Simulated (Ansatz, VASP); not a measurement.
## PtSe2 in VASP and in Ansatz

INCAR

```
ALGO = Normal
EDIFF = 1E-6
EDIFFG = -0.005
ENCUT = 600
GGA = PS
IBRION = 2
ISIF = 3
ISMEAR = 0
LASPH = True
LCHARG = False
LREAL = False
LWAVE = False
NELM = 60
NSW = 100
PREC = Accurate
SIGMA = 0.1
```

File KPOINTS:

```
k-points
0
Gamma
  12 12 10
```

POSCAR

```
PtSe2
1.0
    3.7593610433      0.0000000000      0.0000000000
   -1.8796805216      3.2557021655      0.0000000000
    0.0000000000      0.0000000000      4.8685550597
Pt Se
1 2
Direct
    0.0000000000      0.0000000000      0.0000000000
    0.6666666667      0.3333333333      0.7393682788
    0.3333333333      0.6666666667      0.2606317212
```

Input for Ansatz:

```yaml
crystal:
  lattice:
    - [3.7593610433, 0.0, 0.0]
    - [-1.8796805216, 3.2557021655, 0.0]
    - [0.0, 0.0, 4.8685550597]
  atoms:
    - { symbol: Pt, position: [0.0, 0.0, 0.0] }
    - { symbol: Se, position: [0.6666666667, 0.3333333333, 0.7393682788] }
    - { symbol: Se, position: [0.3333333333, 0.6666666667, 0.2606317212] }
basis:
  ecutwfc: 420
kpoints:
  mp_grid: { grid: [12, 12, 10] }
hamiltonian:
  xc: pbesol
scf:
  occupations: { method: gaussian, width: 0.1 }
output:
  forces: true
  stress: true
  eigenvalues: true
  write_density: true
  write_potential: true
  elf: true
  volumetric_format: npy
relax:
  adjacent_minimum: "off"
  f_tol: 0.005
  max_steps: 80
  cell: { stress_tol: 0.05 }
```

Alike in both runs: task relaxation of cell and atoms; functional PBEsol; k mesh 12 × 12 × 10; occupations gaussian, width 0.1 eV; no spin polarisation.

|  | VASP | Ansatz |
| --- | --- | --- |
| version | VASP 6.6.1 | Ansatz 0.2.0 |
| potentials or method | VASP PAW PBE potentials, release 64 (Pt, Se), cutoff 600 eV | scalar-relativistic, plane waves, PAW |
| valence electrons in the cell | 22 | 50 |

Ansatz gave:

| Quantity | Value |
| --- | --- |
| gap on the k mesh at the Fermi level, each at its own relaxed structure (eV) | none |
| relaxed volume (Å³/atom) | 19.86 |
| relaxed length of the cell vector where the two differ most in proportion (Å) | 3.759 |

What did VASP give for the same quantities?

gap on the k mesh at the Fermi level, each at its own relaxed structure (eV): none; relaxed volume (Å³/atom): 19.88; relaxed length of the cell vector where the two differ most in proportion (Å): 3.760.

VASP's potentials were made for PBE, not for PBEsol. A gap of «none» marks a metal or a gap that the smearing closes. VASP's potentials hold 22 valence electrons a cell and Ansatz's 50, so a difference there can come from the potentials and not from the codes.

Spin-orbit coupling is off throughout.
